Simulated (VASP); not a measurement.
Wanted: the native input for a VASP 6.6.1 run.

```yaml
Task: single point
Functional: PBE
Potentials_or_basis: VASP PAW PBE potentials, release 64 (Al, Cl)
Cutoff: 520 eV
k_mesh: 6 × 6 × 2
Occupations: gaussian, width 0.1 eV
Spin: no spin polarisation
Dipole_correction: no
Further_INCAR_settings: ALGO = Normal; EDIFF = 1e-07; NBANDS = 16
```

The structure of Al3Cl lies in POSCAR:

```
Al3Cl
1.0
    3.0145225023      0.0000000000      0.0000000000
   -1.5072612512      2.6106530673      0.0000000000
    0.0000000000      0.0000000000      9.1679997550
Al Cl
3 1
Direct
    0.6666666667      0.3333333333      0.5000000000
    0.3333333333      0.6666666667      0.2365586205
    0.3333333333      0.6666666667      0.7634413795
    0.6666666667      0.3333333333      0.0000000000
```

These files were run (other wordings do the same):

INCAR

```
SYSTEM = Al3Cl
ALGO     = Normal         ! electronic algorithm
EDIFF    = 1E-7           ! SCF threshold, eV
ENCUT    = 520            ! plane-wave cutoff, eV
GGA      = PE             ! functional
ISIF     = 2              ! what is computed and relaxed
ISMEAR   = 0              ! smearing method
LASPH    = .True.         ! aspherical terms in the spheres
LCHARG   = .True.         ! write CHGCAR
LELF     = .True.         ! ELF
LREAL    = .False.        ! projectors in reciprocal space
LVHAR    = .True.       
LWAVE    = .False.        ! write WAVECAR
NBANDS   = 16             ! bands
NELM     = 60             ! most SCF steps
PREC     = Accurate       ! precision mode
SIGMA    = 0.1            ! smearing width, eV
```

KPOINTS

```
k-points
0
Gamma
  6 6 2
  0 0 0
```

Potentials or basis: VASP PAW PBE potentials, release 64 (Al, Cl).

Command:

```sh
$ cat potpaw_PBE.64/Al/POTCAR potpaw_PBE.64/Cl/POTCAR > POTCAR
$ mpirun -np 1 vasp_std > vasp.out
```

It gave:

| Quantity | Value |
| --- | --- |
| Pressure | -0.1 GPa |
| Band gap on the k mesh | zero (band 8 reaches 8.48 eV, above the bottom of band 9 at 5.67 eV) |

Caveat: the k points lie up to 0.40 Å⁻¹ apart.

Run time: 7.9 s on 1 thread of Intel(R) Xeon(R) 6975P-C (Granite Rapids), with other jobs on the host, peak memory 0.18 GiB.
